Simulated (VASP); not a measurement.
Here is a VASP 6.6.1 calculation.

File INCAR:

```
PREC = Accurate ; ENCUT = 520
EDIFF = 1E-6 ; ISMEAR = 0
SIGMA = 0.05 ; LREAL = False
LASPH = True ; NELM = 60
ALGO = Normal ; ISIF = 2
LWAVE = False ; LCHARG = False
GGA = PS ; NBANDS = 11
```

File KPOINTS:

```
regular mesh
0
Gamma
  10 10 10
```

File POSCAR:

```
BeS
1.0
    0.0000000000      2.4381630894      2.4381630894
    2.4381630894      0.0000000000      2.4381630894
    2.4381630894      2.4381630894      0.0000000000
Be S
1 1
Direct
    0.0000000000      0.0000000000      0.0000000000
    0.7500000000      0.7500000000      0.7500000000
```

Potentials or basis: VASP PAW PBE potentials, release 64 (Be, S).

Command:

```console
$ cat potpaw_PBE.64/Be/POTCAR potpaw_PBE.64/S/POTCAR > POTCAR
$ mpirun -np 1 vasp_std > vasp.out
```

(1) Predict the band gap on the k mesh.

(2) Predict the pressure.

## Answers

(1) 2.96 eV, indirect (least direct gap 5.57 eV).

(2) -2.0 GPa.

Caveat: the PAW data sets were made with another functional, which shifts forces and pressure a little.
